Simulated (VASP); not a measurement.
# Sb (I4/mmm) in VASP: a series of runs

Sb is run at these levels: PBEsol; tasks: single point, relaxation of cell and atoms.

Program: VASP 6.6.1. These are calculated values, not measurements. Logs are shortened: lines on timing, memory, paths and dates and some standing lists are left out, and cuts for length are marked.

**1. The cell of the first run**

The structure is tetragonal, space group I4/mmm (No. 139). Conventional cell: a = 3.179 Å, b = 3.179 Å, c = 5.206 Å, α = 90.00°, β = 90.00°, γ = 90.00°. Within 4.2 Å of Sb (site symmetry 4/mmm) lie 12 Sb at 3.18 to 3.44 Å.

**2. Single point, PBEsol**

Contents of INCAR:

```
PREC = Accurate ; ENCUT = 520
EDIFF = 1E-6 ; ISMEAR = -1
SIGMA = 0.05 ; LREAL = F
LASPH = T ; NELM = 60
ALGO = Normal ; ISIF = 2
LWAVE = F ; LCHARG = F
GGA = PS ; NBANDS = 8
```

Contents of KPOINTS:

```
regular mesh
0
Gamma
  12 12 12
```

Contents of POSCAR:

```
Sb
1.0
   -1.5896696051      1.5896696051      2.6031419956
    1.5896696051     -1.5896696051      2.6031419956
    1.5896696051      1.5896696051     -2.6031419956
Sb
1
Direct
    0.0000000000      0.0000000000      0.0000000000
```

Potentials or basis: VASP PAW PBE potentials, release 64 (Sb).

Started as:

```console
$ cat potpaw_PBE.64/Sb/POTCAR > POTCAR
$ mpirun -np 1 vasp_std > vasp.out
```

OUTCAR:

```text
PREC = Accurate
   ENCUT = 520
   EDIFF = 1E-6
   ISMEAR = -1
   LREAL = F
   LASPH = T
   NELM = 60
   ISIF = 2
   GGA = PS

 ion  position               nearest neighbor table
   1  0.000  0.000  0.000-

  LATTYP: Found a body centered tetragonal cell.
 ALAT       =     3.1793392102
 C/A-ratio  =     1.6375364964

  Lattice vectors:

 A1 = (  -1.5896696051,   1.5896696051,   2.6031419956)
 A2 = (   1.5896696051,  -1.5896696051,   2.6031419956)
 A3 = (   1.5896696051,   1.5896696051,  -2.6031419956)

Analysis of symmetry for initial positions (statically):
=====================================================================
 Subroutine PRICEL returns:
 Original cell was already a primitive cell.

 Routine SETGRP: Setting up the symmetry group for a
 body centered tetragonal supercell.

 Subroutine GETGRP returns: Found 16 space group operations
 (whereof 16 operations were pure point group operations)
 out of a pool of 16 trial point group operations.

The static configuration has the point symmetry D_4h.

Analysis of symmetry for dynamics (positions and initial velocities):
=====================================================================
 Subroutine PRICEL returns:
 Original cell was already a primitive cell.

 Routine SETGRP: Setting up the symmetry group for a
 body centered tetragonal supercell.

 Subroutine GETGRP returns: Found 16 space group operations
 (whereof 16 operations were pure point group operations)
 out of a pool of 16 trial point group operations.

The dynamic configuration has the point symmetry D_4h.

 Subroutine INISYM returns: Found 16 space group operations
 (whereof 16 operations are pure point group operations),
 and found     1 'primitive' translations

----------------------------------------------------------------------------------------

                                     Primitive cell

  volume of cell :      26.3131

  direct lattice vectors                    reciprocal lattice vectors
    -1.589669605  1.589669605  2.603141996     0.000000000  0.314530767  0.192075577
     1.589669605 -1.589669605  2.603141996     0.314530767  0.000000000  0.192075577
     1.589669605  1.589669605 -2.603141996     0.314530767  0.314530767  0.000000000

  length of vectors
     3.439541707  3.439541707  3.439541707     0.368541220  0.368541220  0.444813676

  position of ions in fractional coordinates (direct lattice)
     0.000000000  0.000000000  0.000000000

  ion indices of the primitive-cell ions
   primitive index   ion index
                 1           1

----------------------------------------------------------------------------------------

 KPOINTS: regular mesh

Automatic generation of k-mesh.
 Grid dimensions read from file:
 generate k-points for:   12   12   12

 Generating k-lattice:

  Cartesian coordinates                     Fractional coordinates (reciprocal lattice)
     0.000000000  0.026210897  0.016006298     0.083333333  0.000000000 -0.000000000
     0.026210897  0.000000000  0.016006298     0.000000000  0.083333333 -0.000000000
     0.026210897  0.026210897  0.000000000     0.000000000  0.000000000  0.083333333

  Length of vectors
     0.030711768  0.030711768  0.037067806

  Shift w.r.t. Gamma in fractional coordinates (k-lattice)
     0.000000000  0.000000000  0.000000000

 Subroutine IBZKPT returns following result:
 ===========================================

 Found    163 irreducible k-points:

 Following reciprocal coordinates:
            Coordinates               Weight
  0.000000  0.000000  0.000000      1.000000
  0.083333 -0.000000  0.000000      8.000000
  0.166667  0.000000  0.000000      8.000000
  0.250000 -0.000000  0.000000      8.000000
  0.333333 -0.000000  0.000000      8.000000
  0.416667 -0.000000  0.000000      8.000000
[... 16 lines left out ...]
  0.500000  0.166667  0.000000     16.000000
 -0.416667  0.166667  0.000000     16.000000
 [... further k-points ...]
   k-points           NKPTS =    163   k-points in BZ     NKDIM =    163   number of bands    NBANDS=      8
   number of dos      NEDOS =    301   number of ions     NIONS =      1
   total plane-waves  NPLWV =  21952
   dimension x,y,z NGX =    28 NGY =   28 NGZ =   28
   dimension x,y,z NGXF=    56 NGYF=   56 NGZF=   56
   ions per type =               1
   NGX,Y,Z   is equivalent  to a cutoff of  13.53, 13.53, 13.53 a.u.
   NGXF,Y,Z  is equivalent  to a cutoff of  27.07, 27.07, 27.07 a.u.
 SYSTEM =  unknown system
   PREC   = accura    normal or accurate (medium, high low for compatibility)
   ISTART =      0    job   : 0-new  1-cont  2-samecut
   ICHARG =      2    charge: 1-file 2-atom 10-const
   ISPIN  =      1    spin polarized calculation?
   LNONCOLLINEAR =      F non collinear calculations
   LSORBIT =      F    spin-orbit coupling
   LASPH  =      T    aspherical Exc in radial PAW
   ENCUT  =  520.0 eV  38.22 Ry    6.18 a.u.   6.40  6.40  6.40*2*pi/ulx,y,z
   NELM   =     60;   NELMIN=  2; NELMDL= -5     # of ELM steps
   EDIFF  = 0.1E-05   stopping-criterion for ELM
   LREAL  =      F    real-space projection
   EDIFFG = 0.1E-04   stopping-criterion for IOM
   NSW    =      0    number of steps for IOM
   IBRION =     -1    ionic relax: 0-MD 1-quasi-New 2-CG
   NFREE  =      0    steps in history (QN), initial steepest desc. (CG)
   ISIF   =      2    stress and relaxation
   ISYM   =      2    0-nonsym 1-usesym 2-fastsym
   POTIM  = 0.5000    time-step for ionic-motion
   TEBEG  =    0.0;   TEEND  =   0.0 temperature during run
   PSTRESS=    0.0 pullay stress
   NELECT =       5.0000    total number of electrons
   NUPDOWN=      -1.0000    fix difference up-down
   EMIN   =  10.00;   EMAX   =-10.00  energy-range for DOS
   EFERMI =   0.00;   METHOD = LEGACY
   ISMEAR =    -1;   SIGMA  =   0.05  broadening in eV -4-tet -1-fermi 0-gaus
   EFERMI_NEDOS =   21; number of points for ismear=-14 and -15
   IALGO  =     38    algorithm
   IMIX   =      4    mixing-type and parameters
     AMIX     =   0.40;   BMIX     =  1.00
     AMIX_MAG =   1.60;   BMIX_MAG =  1.00
  volume/ion in A,a.u.               =      26.31       177.57
  Fermi-wavevector in a.u.,A,eV,Ry     =   0.941183  1.778579 12.052399  0.885826
  Thomas-Fermi vector in A             =   2.068669
   LORBIT       =      0    0 simple, 1 ext, 2 COOP (PROOUT), +10 PAW based schemes
   GGA     = PS    functional components
   LHFCALC =     F    Hartree Fock is set to
   AEXX    =    0.0000 exact exchange contribution
   IVDW    =     0    specifies the selected vdW correction
   LEPSILON=     F    determine dielectric tensor
   LRPA    =     F    only Hartree local field effects (RPA)
 non-spin polarized calculation
  energy-cutoff  :      520.00
  volume of cell :       26.31
 maximum number of plane-waves:       724
 NGX is ok and might be reduce to    28
   NGX = 13   NGY = 13   NGZ = 13

 number of electron       5.0000000 magnetization

 Free energy of the ion-electron system (eV)
  ---------------------------------------------------
  ext. energy  EPLUGINS =         0.00000000
  ---------------------------------------------------
  free energy    TOTEN  =        -4.32128116 eV

  energy without entropy =       -4.31721469  energy(sigma->0) =       -4.31924793

 E-fermi :   8.6823     XC(G=0): -10.4277

 val. band max:        8.6583920209   @ k =  -0.2500   0.0833   0.0000
 cond. band min:       8.6861619275   @ k =   0.4167   0.4167   0.0833
 fundamental gap:      0.0277699067
 Fermi energy:         8.6823372530

 k-point     1 :       0.0000    0.0000    0.0000
  band No.  band energies     occupation
      1      -4.4513      2.00000
      2      13.8738      0.00000
      3      14.2278      0.00000
      4      14.2278      0.00000
      5      18.2792      0.00000
      6      19.1679      0.00000
      7      19.2683      0.00000
      8      19.2683      0.00000

 k-point     2 :       0.0833   -0.0000    0.0000
  band No.  band energies     occupation
      1      -4.3095      2.00000
      2      12.8574      0.00000
      3      13.6503      0.00000
      4      14.1610      0.00000
      5      17.8816      0.00000
      6      18.6858      0.00000
      7      19.5197      0.00000
      8      19.7661      0.00000

 k-point     3 :       0.1667    0.0000    0.0000
  band No.  band energies     occupation
      1      -3.8860      2.00000
      2      10.4399      0.00000
      3      12.9271      0.00000
      4      14.0116      0.00000
      5      17.0740      0.00000
      6      18.3555      0.00000
      7      20.1601      0.00000
      8      20.4418      0.00000

 k-point     4 :       0.2500   -0.0000    0.0000
  band No.  band energies     occupation
      1      -3.1894      2.00000
      2       7.9123      2.00000
      3      12.1681      0.00000
      4      13.8677      0.00000
      5      16.3872      0.00000
      6      18.0401      0.00000
      7      20.5050      0.00000
      8      21.4420      0.00000

 k-point     5 :       0.3333   -0.0000    0.0000
  band No.  band energies     occupation
      1      -2.2476      2.00000
      2       5.5839      2.00000
      3      11.5450      0.00000
      4      13.7784      0.00000
      5      15.8643      0.00000
      6      18.0048      0.00000
      7      19.8670      0.00000
      8      20.4204      0.00000
[... 177 lines left out ...]
 k-point    22 :       0.4167    0.1667    0.0000
  band No.  band energies     occupation
      1      -0.2176      2.00000
      2       3.4824      2.00000
      3       9.5952      0.00000
      4      10.9738      0.00000
      5      15.4535      0.00000
      6      17.6025      0.00000
      7      20.9963      0.00000
      8      23.0271      0.00000

 k-point    23 :       0.5000    0.1667    0.0000
  band No.  band energies     occupation
      1      -0.2581      2.00000
      2       3.5293      2.00000
      3       9.8726      0.00000
      4      10.9990      0.00000
      5      15.1624      0.00000
      6      17.6246      0.00000
      7      20.8589      0.00000
      8      22.0312      0.00000

 k-point    24 :      -0.4167    0.1667    0.0000
  band No.  band energies     occupation
      1      -1.2420      2.00000
      2       5.0703      2.00000
      3      10.2241      0.00000
      4      11.2846      0.00000
      5      15.2554      0.00000
      6      17.7629      0.00000
      7      19.3957      0.00000
      8      22.2647      0.00000

 [... further k-points ...]
[... 5 lines left out ...]
  --------------------------------------------------------------------------------------
  -------------------------------------------------------------------------------------
  Total        0.0030565      0.0030565      0.0004513      0.0000000     -0.0000000      0.0000000
  in kB        0.1861043      0.1861043      0.0274798      0.0000000     -0.0000000      0.0000000
  external PRESSURE =       0.1332295 kB  Pullay stress =       0.0000000 kB

 VOLUME and BASIS-vectors are now :
 -----------------------------------------------------------------------------
  energy-cutoff  :      520.00
  volume of cell :       26.31
      direct lattice vectors                 reciprocal lattice vectors
    -1.589669605  1.589669605  2.603141996     0.000000000  0.314530767  0.192075577
     1.589669605 -1.589669605  2.603141996     0.314530767  0.000000000  0.192075577
     1.589669605  1.589669605 -2.603141996     0.314530767  0.314530767  0.000000000

 POSITION                                       TOTAL-FORCE (eV/Angst)
 -----------------------------------------------------------------------------------
      0.00000      0.00000      0.00000         0.000000      0.000000      0.000000
 -----------------------------------------------------------------------------------
    total drift:                               -0.000000      0.000000      0.000000

  FREE ENERGIE OF THE ION-ELECTRON SYSTEM (eV)
  ---------------------------------------------------
  free  energy   TOTEN  =        -4.3212811635 eV

  energy  without entropy=       -4.3172146890  energy(sigma->0) =       -4.31924793
```

It took 33 s on 1 thread of Intel Xeon Platinum 8375C at 2.90GHz (Ice Lake), shared host; peak memory 0.17 GiB.

Results:

- Free energy: -4.3213 eV
- Pressure: 0.0 GPa

Levels at points of the mesh, in eV from the Fermi level:
| k point | band 1 | band 2 | band 3 | band 4 | band 5 | band 6 | band 7 | band 8 |
| --- | --- | --- | --- | --- | --- | --- | --- | --- |
| (0.00, 0.00, 0.00) | -13.13 | 5.19 | 5.55 | 5.55 | 9.60 | 10.49 | 10.59 | 10.59 |
| (0.50, 0.00, 0.00) | -9.20 | -5.97 | 2.32 | 5.05 | 6.75 | 9.93 | 10.16 | 10.41 |
| (0.50, 0.50, 0.00) | -6.85 | -4.65 | -0.71 | 0.49 | 3.59 | 4.35 | 16.62 | 16.97 |
| (0.50, 0.50, 0.50) | -8.88 | -5.69 | 1.69 | 1.69 | 5.58 | 5.62 | 18.23 | 18.50 |

Caveat: the PAW data sets were made with another functional, which shifts forces and pressure a little; spin-orbit coupling is left out, which moves the levels of the heavy elements.

**3. Relaxation of cell and atoms, PBEsol**

This run uses another cell than the first one, of 26.96 Å³/atom, 1.025 times its volume.

Contents of INCAR:

```
SYSTEM = Sb
  ALGO = Normal
  EDIFF = 1E-6
  EDIFFG = -0.01
  ENCUT = 600
  GGA = PS
  IBRION = 2
  ISIF = 3
  ISMEAR = -1
  LASPH = .True.
  LCHARG = .False.
  LREAL = .False.
  LWAVE = .False.
  NELM = 60
  NSW = 60
  PREC = Accurate
  SIGMA = 0.05
```

Contents of KPOINTS:

```
k-points
0
Gamma
  12 12 12
  0 0 0
```

Contents of POSCAR:

```
Sb
1.0
   -1.5765401831      1.5765401831      2.7119384313
    1.5765401831     -1.5765401831      2.7119384313
    1.5765401831      1.5765401831     -2.7119384313
Sb
1
Direct
    0.0000000000      0.0000000000      0.0000000000
```

Potentials or basis: VASP PAW PBE potentials, release 64 (Sb).

Started as:

```console
$ cat potpaw_PBE.64/Sb/POTCAR > POTCAR
$ mpirun -np 1 vasp_std > vasp.out
```

Wall time 2.1 min (1 thread of Intel Xeon Platinum 8375C at 2.90GHz (Ice Lake), shared host); peak memory 0.18 GiB.

It converged, with:

```
Free energy                            : -4.3213 eV
Relaxed volume                         : 26.31 Å³/atom
Relaxed cell                           : a = 3.439 Å, b = 3.439 Å, c = 3.439 Å, α = 124.92°, β = 124.92°, γ = 81.67°
Space group after relaxing (to 0.05 Å) : I4/mmm (No. 139)
Energy gained by relaxing              : 6.1 meV/atom
Ionic steps                            : 12
Pressure after relaxing                : 0.0 GPa
```

The path:
```csv
step,energy change (eV),largest force (eV/Å),pressure (GPa),volume (Å³)
1,0.0000,0.0000,-1.27,26.96
2,-0.0020,0.0000,0.77,26.14
3,-0.0024,0.0000,0.12,26.39
4,-0.0034,0.0000,0.14,26.35
5,-0.0056,0.0000,0.30,26.23
6,-0.0005,0.0000,0.80,25.96
7,-0.0059,0.0000,0.36,26.19
8,-0.0059,0.0000,0.41,26.16
9,-0.0053,0.0000,-0.74,26.59
10,-0.0061,0.0000,0.04,26.30
11,-0.0061,0.0000,0.05,26.29
12,-0.0061,0.0000,0.01,26.31
```

Final structure:
```
Sb
1.0
    -1.59004    1.59004    2.60192
     1.59004   -1.59004    2.60192
     1.59004    1.59004   -2.60192
Sb
1
Direct
  0.00000 0.00000 0.00000
```

Levels at points of the mesh, in eV from the Fermi level:
```tsv
k point	band 1	band 2	band 3	band 4	band 5	band 6
(0.00, 0.00, 0.00)	-13.13	5.20	5.54	5.54	9.60	10.48
(0.50, 0.00, 0.00)	-9.21	-5.97	2.33	5.05	6.76	9.92
(0.50, 0.50, 0.00)	-6.86	-4.65	-0.70	0.49	3.59	4.35
(0.50, 0.50, 0.50)	-8.87	-5.68	1.69	1.69	5.57	5.61
```

Caveat: the PAW data sets were made with another functional, which shifts forces and pressure a little; spin-orbit coupling is left out, which moves the levels of the heavy elements.

[end of part 1 of 2]
